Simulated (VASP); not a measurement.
Runs of VASP 6.6.1 on GaN. Symmetry: Fm-3m, No. 225, cubic system. The conventional cell has a = 4.217 Å, b = 4.217 Å, c = 4.217 Å, α = 90.00°, β = 90.00°, γ = 90.00°. Within 2.8 Å of Ga (site symmetry m-3m) lie 6 N at 2.11 Å. Within 2.8 Å of N (site symmetry m-3m) lie 6 Ga at 2.11 Å. 

```tsv
level	grid for exact exchange (PRECFOCK)	share of exact exchange	screening parameter	gap on the mesh (eV)	pressure (GPa)
HSE06	Normal	0.25	0.2079 1/Å	(c)	(b)
PBE0	Normal	0.25	-	2.62	-0.7
PBE	-	-	-	(a)	8.9
r2SCAN	-	-	-	1.13	1.2
```

Alike in all rows: task single point; potentials or basis VASP PAW PBE potentials, release 64 (Ga_d, N); no spin polarisation; cell as given; k mesh 6 × 6 × 6; cutoff (eV) 520; smearing gaussian 0.01 eV.

Problem. Fill in the values left out.

Solution. (a) 0.62; (b) -0.4; (c) 1.89.

Caveats: all runs use coarse meshes; the structure was generated, so it needn't be the stable form of GaN; the PAW data sets were made with another functional, which shifts forces and pressure a little (at least some runs); semilocal functionals underestimate gaps, and a narrow one can read as zero (at least some runs).

A k mesh can miss the band edges, and the runs leave out spin-orbit coupling on Ga.
